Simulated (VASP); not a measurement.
The system is Mo.

```
Mo
1.0
    -1.58381    1.58381    1.58381
     1.58381   -1.58381    1.58381
     1.58381    1.58381   -1.58381
Mo
1
Direct
  0.00000 0.00000 0.00000
```

```yaml
Program: VASP 6.6.1
Task: relaxation of cell and atoms
Functional: BLYP
Dispersion: D3(BJ)
Potentials_or_basis: VASP PAW PBE potentials, release 64 (Mo_sv)
Cutoff: 600 eV
k_mesh: 12 × 12 × 12
Occupations: fermi-dirac, width 0.05 eV
Spin: no spin polarisation
```

At the start: pressure -8.7 GPa; volume 15.89 Å³/atom.

Q: Where does the relaxation end?

A: Over 4 steps the energy falls by 14.8 meV/atom and the volume is 15.36 Å³/atom (-3.3 %); space group Im-3m (No. 229, to 0.05 Å).

Step by step:
```csv
step,energy change (eV),largest force (eV/Å),pressure (GPa),volume (Å³)
1,0.0000,0.0000,-8.67,15.89
2,0.1080,0.0000,31.16,13.99
3,-0.0148,0.0000,-0.37,15.38
4,-0.0148,0.0000,-0.03,15.36
```

Final structure:
```
Mo
1.0
    -1.56606    1.56606    1.56606
     1.56606   -1.56606    1.56606
     1.56606    1.56606   -1.56606
Mo
1
Cartesian
  1.5661 1.5661 1.5661
```

Caveat: the PAW data sets were made with another functional, which shifts forces and pressure a little; pairwise dispersion overbinds metals, which lowers pressure and volume.
